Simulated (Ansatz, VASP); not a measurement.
**Ta2NbO2 in VASP and in Ansatz**

```
Ta Nb O
1.0
    -2.12384    2.12384    4.20197
     2.12384   -2.12384    4.20197
     2.12384    2.12384   -4.20197
Ta Nb O
2 1 2
Direct
  0.75000 0.25000 0.50000
  0.25000 0.75000 0.50000
  0.00000 0.00000 0.00000
  0.74159 0.74159 0.00000
  0.25841 0.25841 0.00000
```

Change from the starting cell: species swapped into the NdMn2Si2 type (I4/mmm, No. 139).

Alike in both runs: task single point; functional PBE; k mesh 6 × 6 × 6; occupations gaussian, width 0.1 eV; collinear spin.

|  | VASP | Ansatz |
| --- | --- | --- |
| version | VASP 6.6.1 | Ansatz 0.2.0 |
| potentials or method | VASP PAW PBE potentials, release 64 (Ta_pv, Nb_sv, O), cutoff 520 eV | scalar-relativistic, plane waves, PAW |
| valence electrons in the cell | 47 | 51 |

|  | VASP | Ansatz | Ansatz less VASP |
| --- | --- | --- | --- |
| gap on the k mesh at the Fermi level (eV) | none | none | - |
| pressure (GPa) | 0.4 | 0.2 | -0.24 |
| traceless stress, the component that is largest in VASP (GPa) | -0.66 | -0.33 | +0.327 |
| net moment per atom (μB) | 0.00 | 0.00 | 0.000 |

A gap of «none» marks a metal or a gap that the smearing closes. VASP's potentials hold 47 valence electrons a cell and Ansatz's 51, so a difference there can come from the potentials and not from the codes. Ansatz's warnings: seeded moment not kept.

Neither program's run includes spin-orbit coupling.
